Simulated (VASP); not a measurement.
A run of VASP 6.6.1:

POSCAR

```
CsH
1.0
    0.0000000000      3.1880000000      3.1880000000
    3.1880000000      0.0000000000      3.1880000000
    3.1880000000      3.1880000000      0.0000000000
Cs H
1 1
Direct
    0.0000000000      0.0000000000      0.0000000000
    0.5000000000      0.5000000000      0.5000000000
```

File INCAR.step1:

```
ALGO = Normal
EDIFF = 1E-4
ENCUT = 520
GGA = PE
ISMEAR = -1
LASPH = True
LCHARG = False
LREAL = False
LWAVE = True
NELM = 80
PREC = Accurate
SIGMA = 0.02
```

File INCAR.step2:

```
ALGO = Normal
EDIFF = 1E-6
EDIFFG = -0.01
ENCUT = 520
IBRION = 2
ISIF = 2
ISMEAR = -1
ISTART = 1
LASPH = True
LCHARG = False
LMIXTAU = True
LREAL = False
LWAVE = False
METAGGA = R2SCAN
NELM = 80
NSW = 50
PREC = Accurate
SIGMA = 0.02
```

File KPOINTS:

```
k-points
0
Gamma
  8 8 8
```

Potentials or basis: VASP PAW PBE potentials, release 64 (Cs_sv, H).

Command:

```sh
$ cat potpaw_PBE.64/Cs_sv/POTCAR potpaw_PBE.64/H/POTCAR > POTCAR
$ cp INCAR.step1 INCAR
$ mpirun -np 1 vasp_std > vasp.out
$ cp INCAR.step2 INCAR
$ mpirun -np 1 vasp_std > vasp.out
```

Hardware: 1 thread of Oxide Virtual Turin-like Processor, on a shared host.

Q: Estimate the wall time of this run.

A: It took 92 s on 1 thread of Oxide Virtual Turin-like Processor (shared host), peak memory 0.18 GiB. Counts: k points 29, ion steps 1.
